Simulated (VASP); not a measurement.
**TiB2: single point with PBEsol**

Crystal: TiB2.

```xyz
3
Lattice="3.0363 0.0000 0.0000 -1.5181 2.6295 0.0000 0.0000 0.0000 3.2134" Properties=species:S:1:pos:R:3 pbc="T T T"
Ti    0.0000    0.0000    0.0000
B     0.0000    1.7530    1.6067
B     1.5181    0.8765    1.6067
```

```json
{
 "Program": "VASP 6.6.1",
 "Task": "single point",
 "Functional": "PBEsol",
 "Potentials or basis": "VASP PAW PBE potentials, release 64 (Ti_sv, B)",
 "Cutoff": "520 eV",
 "k mesh": "14 × 14 × 11",
 "Occupations": "fermi-dirac, width 0.05 eV",
 "Spin": "no spin polarisation",
 "Dipole correction": "no",
 "Further INCAR settings": "ALGO = Normal; EDIFF = 1e-07; NBANDS = 16"
}
```

```yaml
Pressure: -5.1 GPa
Band_gap_on_the_k_mesh: zero (bands 9 and 10 overlap by 0.65 eV)
```

Stress tensor (GPa, compression positive):
```
-5.01  0.00  0.00
 0.00 -5.01  0.00
 0.00  0.00 -5.13
```

Levels at points of the mesh, in eV from the Fermi level:
| k point | band 6 | band 7 | band 8 | band 9 | band 10 | band 11 | band 12 | band 13 |
| --- | --- | --- | --- | --- | --- | --- | --- | --- |
| (0.00, 0.00, 0.00) | -2.66 | -2.66 | -2.24 | -2.15 | 1.88 | 1.88 | 3.71 | 3.71 |
| (0.50, 0.00, 0.00) | -9.21 | -3.28 | -3.19 | -2.32 | 1.33 | 2.72 | 3.20 | 3.41 |

Run time: 66 s on 1 thread of Intel Xeon 8259CL, on a shared host, peak memory 0.18 GiB.

Caveat: the cell stands under tension; the PAW data sets were made with another functional, which shifts forces and pressure a little.
